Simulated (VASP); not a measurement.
Input of a VASP 6.6.1 run:

INCAR

```
AGGAC = 1.0
AGGAX = 1.0
ALDAC = 0.0
ALDAX = 1.0
ALGO = Normal
EDIFF = 1E-6
ENCUT = 520
GGA = B5
ISIF = 2
ISMEAR = -1
ISPIN = 2
IVDW = 13
LASPH = T
LCHARG = F
LMAXMIX = 4
LORBIT = 11
LREAL = F
LWAVE = F
MAGMOM = 3
NBANDS = 14
NELM = 150
PREC = Accurate
SIGMA = 0.05
VDW_A1 = 0.44488865
VDW_A2 = 4.0933009
VDW_S6 = 1.0
VDW_S8 = 2.34076671
```

Contents of KPOINTS:

```
k-points
0
Gamma
  13 13 13
```

File POSCAR:

```
Fe
1.0
   -1.4619890197      1.4619890197      1.4619890197
    1.4619890197     -1.4619890197      1.4619890197
    1.4619890197      1.4619890197     -1.4619890197
Fe
1
Direct
    0.0000000000      0.0000000000      0.0000000000
```

Potentials or basis: VASP PAW PBE potentials, release 64 (Fe).

The run is started by

```sh
$ cat potpaw_PBE.64/Fe/POTCAR > POTCAR
$ mpirun -np 1 vasp_std > vasp.out
```

**Question.** Predict the net moment.

**Answer.** 2.36 μB per cell.

**Question.** What does it give for the site moments?

**Answer.** Fe +2.37 μB.

Caveat: the cell stands under tension.
